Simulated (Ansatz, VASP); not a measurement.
## One calculation of Be, two programs

File INCAR:

```
PREC     = Accurate       # precision mode
ENCUT    = 520            # plane-wave cutoff, eV
EDIFF    = 1E-7           # SCF threshold, eV
ISMEAR   = -1             # smearing method
SIGMA    = 0.1            # smearing width, eV
LREAL    = False          # projectors in reciprocal space
LASPH    = True           # aspherical terms in the spheres
NELM     = 60             # most SCF steps
ALGO     = Normal         # electronic algorithm
ISIF     = 2              # what is computed and relaxed
LWAVE    = False          # write WAVECAR
LCHARG   = True           # write CHGCAR
GGA      = CA             # functional
LELF     = True           # ELF
LVHAR    = True         
NBANDS   = 9              # bands
```

KPOINTS

```
Automatic mesh
0
Gamma
  30 30 15
```

File POSCAR:

```
Be
1.0
   -1.4376737955      1.1787347918      1.0518629325
    1.1787347918     -1.4376737955      1.0518629325
    2.6019775077      2.6019775077     -1.5261101920
Be
2
Direct
    0.9583948535      0.0416051465      0.0000000000
    0.7916051465      0.2083948535      0.5000000000
```

Input for Ansatz:

```yaml
crystal:
  lattice:
    - [-1.4376737955, 1.1787347918, 1.0518629325]
    - [1.1787347918, -1.4376737955, 1.0518629325]
    - [2.6019775077, 2.6019775077, -1.526110192]
  atoms:
    - { symbol: Be, position: [0.9583948535, 0.0416051465, 0.0] }
    - { symbol: Be, position: [0.7916051465, 0.2083948535, 0.5] }
hamiltonian:
  xc: lda
  pseudopotentials:
    kind: paw
    azcp:
      Be: "pseudopotentials/Be.paw.azcp"
basis:
  ecutwfc: 420
  fft_grid_basis: typed
kpoints:
  mp_grid: { grid: [30, 30, 15], shift: [0, 0, 0] }
magnetization:
  spin_polarized: false
scf:
  occupations: { method: fermi_dirac, width: 0.1 }
output:
  stress: true
  write_density: true
  write_potential: true
  elf: true
  volumetric_format: npy
```

Alike in both runs: task single point; functional LDA; k mesh 30 × 30 × 15; occupations fermi-dirac, width 0.1 eV; no spin polarisation.

```csv
,VASP,Ansatz
version,VASP 6.6.1,Ansatz 0.2.0
potentials or method,"VASP PAW LDA potentials, release 64 (Be), cutoff 520 eV","plane waves (420 eV) with PAW, scalar-relativistic"
valence electrons in the cell,4,4
```

Ansatz gave:

| Quantity | Value |
| --- | --- |
| pressure (GPa) | 20.8 |
| traceless stress, the component that is largest in VASP (GPa) | 1.66 |

Problem. Estimate VASP's values.

Solution. Pressure (GPa): 21.4; traceless stress, the component that is largest in VASP (GPa): 1.66.

Ansatz warns that its potentials were made for another functional, while VASP's fit it. LDA's correlation is that of Perdew and Zunger in VASP and of Perdew and Wang (1992) in Ansatz.
